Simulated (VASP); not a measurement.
# KCl (Pm-3m) in VASP: a series of runs, part 2 of 2

VASP 6.6.1. Earlier steps stand in the parts before.

## (3) Single point, r2SCAN (volume scaled by 0.97)

POSCAR

```
KCl
1.0
    3.7323706966      0.0000000000      0.0000000000
    0.0000000000      3.7323706966      0.0000000000
    0.0000000000      0.0000000000      3.7323706966
K Cl
1 1
Direct
    0.0000000000      0.0000000000      0.0000000000
    0.5000000000      0.5000000000      0.5000000000
```

INCAR.step1

```
PREC = Accurate
ENCUT = 520
ISMEAR = 0
SIGMA = 0.02
LREAL = F
LASPH = T
NELM = 60
NBANDS = 15
GGA = PE
ALGO = Normal
EDIFF = 1E-4
LWAVE = T
LCHARG = F
```

INCAR.step2

```
PREC = Accurate
ENCUT = 520
EDIFF = 1E-7
ISMEAR = 0
SIGMA = 0.02
LREAL = F
LASPH = T
NELM = 60
ALGO = Normal
ISIF = 2
LWAVE = F
LCHARG = F
METAGGA = R2SCAN
LMIXTAU = T
NBANDS = 15
ISTART = 1
```

KPOINTS

```
regular mesh
0
Gamma
  6 6 6
```

Potentials or basis: VASP PAW PBE potentials, release 64 (K_sv, Cl).

Started as:

```sh
> cat potpaw_PBE.64/K_sv/POTCAR potpaw_PBE.64/Cl/POTCAR > POTCAR
> cp INCAR.step1 INCAR
> mpirun -np 1 vasp_std > vasp.out
> cp INCAR.step2 INCAR
> mpirun -np 1 vasp_std > vasp.out
```

OUTCAR:

```text
PREC = Accurate
   ENCUT = 520
   EDIFF = 1E-7
   ISMEAR = 0
   LREAL = F
   LASPH = T
   NELM = 60
   ISIF = 2
   METAGGA = R2SCAN
   ISTART = 1

 ion  position               nearest neighbor table
   1  0.000  0.000  0.000-   2 3.23   2 3.23   2 3.23   2 3.23   2 3.23   2 3.23   2 3.23   2 3.23

   2  0.500  0.500  0.500-   1 3.23   1 3.23   1 3.23   1 3.23   1 3.23   1 3.23   1 3.23   1 3.23

  LATTYP: Found a simple cubic cell.
 ALAT       =     3.7323706966

  Lattice vectors:

 A1 = (   3.7323706966,   0.0000000000,   0.0000000000)
 A2 = (   0.0000000000,   3.7323706966,   0.0000000000)
 A3 = (   0.0000000000,   0.0000000000,   3.7323706966)

Analysis of symmetry for initial positions (statically):
=====================================================================
 Subroutine PRICEL returns:
 Original cell was already a primitive cell.

 Routine SETGRP: Setting up the symmetry group for a
 simple cubic supercell.

 Subroutine GETGRP returns: Found 48 space group operations
 (whereof 48 operations were pure point group operations)
 out of a pool of 48 trial point group operations.

The static configuration has the point symmetry O_h .

Analysis of symmetry for dynamics (positions and initial velocities):
=====================================================================
 Subroutine PRICEL returns:
 Original cell was already a primitive cell.

 Routine SETGRP: Setting up the symmetry group for a
 simple cubic supercell.

 Subroutine GETGRP returns: Found 48 space group operations
 (whereof 48 operations were pure point group operations)
 out of a pool of 48 trial point group operations.

The dynamic configuration has the point symmetry O_h .

 Subroutine INISYM returns: Found 48 space group operations
 (whereof 48 operations are pure point group operations),
 and found     1 'primitive' translations

----------------------------------------------------------------------------------------

                                     Primitive cell

  volume of cell :      51.9941

  direct lattice vectors                    reciprocal lattice vectors
     3.732370697  0.000000000  0.000000000     0.267926227  0.000000000  0.000000000
     0.000000000  3.732370697  0.000000000     0.000000000  0.267926227  0.000000000
     0.000000000  0.000000000  3.732370697     0.000000000  0.000000000  0.267926227

  length of vectors
     3.732370697  3.732370697  3.732370697     0.267926227  0.267926227  0.267926227

  position of ions in fractional coordinates (direct lattice)
     0.000000000  0.000000000  0.000000000
     0.500000000  0.500000000  0.500000000

  ion indices of the primitive-cell ions
   primitive index   ion index
                 1           1
                 2           2

----------------------------------------------------------------------------------------

 KPOINTS: regular mesh

Automatic generation of k-mesh.
 Grid dimensions read from file:
 generate k-points for:    6    6    6

 Generating k-lattice:

[... 23 lines left out ...]
  0.333333  0.166667  0.000000     24.000000
[... 12 lines left out ...]
  0.500000  0.500000  0.333333      6.000000
  0.500000  0.500000  0.500000      1.000000
   k-points           NKPTS =     20   k-points in BZ     NKDIM =     20   number of bands    NBANDS=     15
   number of dos      NEDOS =    301   number of ions     NIONS =      2
   total plane-waves  NPLWV =  21952
   dimension x,y,z NGX =    28 NGY =   28 NGZ =   28
   dimension x,y,z NGXF=    56 NGYF=   56 NGZF=   56
   ions per type =               1   1
   NGX,Y,Z   is equivalent  to a cutoff of  12.47, 12.47, 12.47 a.u.
   NGXF,Y,Z  is equivalent  to a cutoff of  24.94, 24.94, 24.94 a.u.
 SYSTEM =  unknown system
   PREC   = accura    normal or accurate (medium, high low for compatibility)
   ISTART =      1    job   : 0-new  1-cont  2-samecut
   ICHARG =      0    charge: 1-file 2-atom 10-const
   ISPIN  =      1    spin polarized calculation?
   LNONCOLLINEAR =      F non collinear calculations
   LSORBIT =      F    spin-orbit coupling
   LASPH  =      T    aspherical Exc in radial PAW
   ENCUT  =  520.0 eV  38.22 Ry    6.18 a.u.   6.94  6.94  6.94*2*pi/ulx,y,z
   NELM   =     60;   NELMIN=  2; NELMDL=  0     # of ELM steps
   EDIFF  = 0.1E-06   stopping-criterion for ELM
   LREAL  =      F    real-space projection
   EDIFFG = 0.1E-05   stopping-criterion for IOM
   NSW    =      0    number of steps for IOM
   IBRION =     -1    ionic relax: 0-MD 1-quasi-New 2-CG
   NFREE  =      0    steps in history (QN), initial steepest desc. (CG)
   ISIF   =      2    stress and relaxation
   ISYM   =      2    0-nonsym 1-usesym 2-fastsym
   POTIM  = 0.5000    time-step for ionic-motion
   TEBEG  =    0.0;   TEEND  =   0.0 temperature during run
   PSTRESS=    0.0 pullay stress
   NELECT =      16.0000    total number of electrons
   NUPDOWN=      -1.0000    fix difference up-down
   EMIN   =  10.00;   EMAX   =-10.00  energy-range for DOS
   EFERMI =   0.00;   METHOD = LEGACY
   ISMEAR =     0;   SIGMA  =   0.02  broadening in eV -4-tet -1-fermi 0-gaus
   EFERMI_NEDOS =   21; number of points for ismear=-14 and -15
   IALGO  =     38    algorithm
   IMIX   =      4    mixing-type and parameters
     AMIX     =   0.40;   BMIX     =  1.00
     AMIX_MAG =   1.60;   BMIX_MAG =  1.00
  volume/ion in A,a.u.               =      26.00       175.44
  Fermi-wavevector in a.u.,A,eV,Ry     =   1.105257  2.088633 16.620791  1.221594
  Thomas-Fermi vector in A             =   2.241742
   LORBIT       =      0    0 simple, 1 ext, 2 COOP (PROOUT), +10 PAW based schemes
   METAGGA = R2SCAN    functional components
   LHFCALC =     F    Hartree Fock is set to
   AEXX    =    0.0000 exact exchange contribution
   IVDW    =     0    specifies the selected vdW correction
   LEPSILON=     F    determine dielectric tensor
   LRPA    =     F    only Hartree local field effects (RPA)
 non-spin polarized calculation
 Gauss-broadening in eV      SIGMA  =   0.02
  energy-cutoff  :      520.00
  volume of cell :       51.99
 maximum number of plane-waves:      1418
 NGX is ok and might be reduce to    28
   NGX = 13   NGY = 13   NGZ = 13

 number of electron      15.9999997 magnetization

 Free energy of the ion-electron system (eV)
  ---------------------------------------------------
  ext. energy  EPLUGINS =         0.00000000
  ---------------------------------------------------
  free energy    TOTEN  =       -16.40350427 eV

  energy without entropy =      -16.40350427  energy(sigma->0) =      -16.40350427

 E-fermi :  -0.6837     XC(G=0):  -8.8826

 val. band max:       -0.7919782990   @ k =   0.5000   0.5000   0.0000
 cond. band min:       5.1705752802   @ k =   0.0000   0.0000   0.0000
 fundamental gap:      5.9625535791
 Fermi energy:        -0.6837245683

 k-point     1 :       0.0000    0.0000    0.0000
  band No.  band energies     occupation
      1     -29.8317      2.00000
      2     -14.0916      2.00000
      3     -12.4337      2.00000
      4     -12.4337      2.00000
      5     -12.4337      2.00000
      6      -1.0137      2.00000
      7      -1.0137      2.00000
      8      -1.0137      2.00000
      9       5.1706      0.00000
     10       6.2626      0.00000
     11       6.2626      0.00000
     12      10.8864      0.00000
     13      10.8864      0.00000
     14      10.8864      0.00000
[... 329 lines left out ...]
      2     -13.5791      2.00000
      3     -12.6439      2.00000
      4     -12.6439      2.00000
      5     -12.6439      2.00000
      6      -2.3273      2.00000
      7      -2.3273      2.00000
      8      -2.3273      2.00000
      9       8.9853      0.00000
     10       8.9853      0.00000
     11       8.9853      0.00000
     12      10.3119      0.00000
     13      10.3119      0.00000
     14      10.3119      0.00000
     15      12.6506      0.00000

------------------------ aborting loop because EDIFF is reached ----------------------------------------

  FORCE on cell =-STRESS in cart. coord.  units (eV):
  Direction    XX          YY          ZZ          XY          YZ          ZX
  --------------------------------------------------------------------------------------
  -------------------------------------------------------------------------------------
  Total        0.2352600      0.2352600      0.2352600     -0.0000000      0.0000000      0.0000000
  in kB        7.2494392      7.2494392      7.2494392     -0.0000000      0.0000000      0.0000000
  external PRESSURE =       7.2494392 kB  Pullay stress =       0.0000000 kB

 VOLUME and BASIS-vectors are now :
 -----------------------------------------------------------------------------
  energy-cutoff  :      520.00
  volume of cell :       51.99
      direct lattice vectors                 reciprocal lattice vectors
     3.732370697  0.000000000  0.000000000     0.267926227  0.000000000  0.000000000
     0.000000000  3.732370697  0.000000000     0.000000000  0.267926227  0.000000000
     0.000000000  0.000000000  3.732370697     0.000000000  0.000000000  0.267926227

 POSITION                                       TOTAL-FORCE (eV/Angst)
 -----------------------------------------------------------------------------------
      0.00000      0.00000      0.00000         0.000000      0.000000      0.000000
      1.86619      1.86619      1.86619         0.000000      0.000000      0.000000
 -----------------------------------------------------------------------------------
    total drift:                               -0.000000      0.000000      0.000000

  FREE ENERGIE OF THE ION-ELECTRON SYSTEM (eV)
  ---------------------------------------------------
  free  energy   TOTEN  =       -16.4035042698 eV

  energy  without entropy=      -16.4035042698  energy(sigma->0) =      -16.40350427
```

OUTCAR.step1:

```text
PREC = Accurate
   ENCUT = 520
   ISMEAR = 0
   LREAL = F
   LASPH = T
[... 575 lines left out ...]
 -----------------------------------------------------------------------------------
      0.00000      0.00000      0.00000         0.000000      0.000000      0.000000
      1.86619      1.86619      1.86619         0.000000      0.000000      0.000000
 -----------------------------------------------------------------------------------
    total drift:                               -0.000000      0.000000      0.000000

  FREE ENERGIE OF THE ION-ELECTRON SYSTEM (eV)
  ---------------------------------------------------
  free  energy   TOTEN  =        -6.6291614730 eV

  energy  without entropy=       -6.6291614730  energy(sigma->0) =       -6.62916147
```

It took 52 s on 1 thread of Intel Xeon Platinum 8488C (Sapphire Rapids), shared host; peak memory 0.16 GiB.

Results:

```yaml
Free_energy: -16.4035 eV
Pressure: 0.7 GPa
Band_gap_on_the_k_mesh: 5.96 eV, indirect (least direct gap 6.18 eV)
```

Levels at points of the mesh, in eV from the valence-band top:
```tsv
k point	band 6	band 7	band 8	band 9	band 10	band 11
(0.00, 0.00, 0.00)	-0.22	-0.22	-0.22	5.96	7.05	7.05
(0.50, 0.00, 0.00)	-1.99	-0.25	-0.25	8.57	8.91	9.50
(0.50, 0.50, 0.00)	-1.35	-1.35	0.00	6.88	8.12	9.75
(0.50, 0.50, 0.50)	-1.54	-1.54	-1.54	9.78	9.78	9.78
```

Caveat: the cell differs from its parent crystal (volume scaled by 0.97); the PAW data sets were made with another functional, which shifts forces and pressure a little.

## (4) Single point, r2SCAN

This run uses another cell than the first one, of 26.80 Å³/atom, 1.064 times its volume.

POSCAR

```
KCl
1.0
    3.7704587425      0.0000000000      0.0000000000
    0.0000000000      3.7704587425      0.0000000000
    0.0000000000      0.0000000000      3.7704587425
K Cl
1 1
Direct
    0.0000000000      0.0000000000      0.0000000000
    0.5000000000      0.5000000000      0.5000000000
```

INCAR.step1

```
PREC = Accurate
ENCUT = 520
ISMEAR = 0
SIGMA = 0.02
LREAL = False
LASPH = True
NELM = 80
NBANDS = 15
GGA = PE
ALGO = Normal
EDIFF = 1E-4
LWAVE = True
LCHARG = False
```

INCAR.step2

```
PREC = Accurate
ENCUT = 520
EDIFF = 1E-6
ISMEAR = 0
SIGMA = 0.02
LREAL = False
LASPH = True
NELM = 80
ALGO = Normal
ISIF = 2
LWAVE = False
LCHARG = False
METAGGA = R2SCAN
LMIXTAU = True
NBANDS = 15
ISTART = 1
```

KPOINTS

```
Automatic mesh
0
Gamma
  6 6 6
```

Started as:

```sh
> cat potpaw_PBE.64/K_sv/POTCAR potpaw_PBE.64/Cl/POTCAR > POTCAR
> cp INCAR.step1 INCAR
> mpirun -np 1 vasp_std > vasp.out
> cp INCAR.step2 INCAR
> mpirun -np 1 vasp_std > vasp.out
```

Wall time 38 s (1 thread of Intel Xeon Platinum 8488C (Sapphire Rapids), shared host); peak memory 0.17 GiB.

It converged, with:

```
Free energy            : -16.4076 eV
Pressure               : 0.0 GPa
Band gap on the k mesh : 5.81 eV, indirect (least direct gap 6.03 eV)
```

Levels at points of the mesh, in eV from the valence-band top:
```
           k point  band 5  band 6  band 7  band 8  band 9  band 10  band 11  band 12
(0.00, 0.00, 0.00)  -11.69   -0.22   -0.22   -0.22    5.81     7.09     7.09    11.60
(0.50, 0.00, 0.00)  -11.56   -1.90   -0.23   -0.23    8.56     8.74     9.32    10.84
(0.50, 0.50, 0.00)  -11.63   -1.30   -1.30    0.00    6.86     8.09     9.73     9.73
(0.50, 0.50, 0.50)  -11.89   -1.46   -1.46   -1.46    9.67     9.67     9.67    10.96
```

Caveat: the PAW data sets were made with another functional, which shifts forces and pressure a little. A k mesh can miss the band edges.

## (5) Overview

```csv
cell,gap on the mesh (eV),pressure (GPa)
"a = 3.693 Å, 2 atoms",6.13,1.6
"a = 3.732 Å, 2 atoms",5.96,0.7
"a = 3.770 Å, 2 atoms",5.81,0.0
```

Alike in all rows: task single point; level r2SCAN; potentials or basis VASP PAW PBE potentials, release 64 (K_sv, Cl); no spin polarisation; k mesh 6 × 6 × 6; cutoff (eV) 520; smearing gaussian 0.02 eV.

Caveats: the PAW data sets were made with another functional, which shifts forces and pressure a little.

Total energies depend on the potentials used, so only differences within one code and one set of settings carry meaning.
